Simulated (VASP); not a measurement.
Input of a VASP 6.6.1 run:

File INCAR:

```
SYSTEM = Zr
PREC = Accurate
ENCUT = 520
EDIFF = 1E-6
ISMEAR = -1
SIGMA = 0.05
LREAL = .FALSE.
LASPH = .TRUE.
NELM = 150
ALGO = Normal
ISIF = 2
LWAVE = .FALSE.
LCHARG = .FALSE.
ISPIN = 2
MAGMOM = 1 1
LORBIT = 11
LMAXMIX = 4
GGA = CA
NBANDS = 23
```

File KPOINTS:

```
regular mesh
0
G
  19 19 10
  0 0 0
```

POSCAR

```
Zr
1.0
    3.1494253305      0.0000000000      0.0000000000
   -1.5747126652      2.7274823435      0.0000000000
    0.0000000000      0.0000000000      5.0704063552
Zr
2
Direct
    0.3333333333      0.6666666667      0.2500000000
    0.6666666667      0.3333333333      0.7500000000
```

Potentials or basis: VASP PAW LDA potentials, release 64 (Zr_sv).

Run with:

```bash
$ cat potpaw_LDA.64/Zr_sv/POTCAR > POTCAR
$ mpirun -np 1 vasp_std > vasp.out
```

(1) Predict the pressure.

(2) Predict the net moment.

(3) Predict the band gap on the k mesh.

Results:

(1) 0.1 GPa.

(2) 0.00 μB per cell.

(3) zero (filled and empty bands overlap).
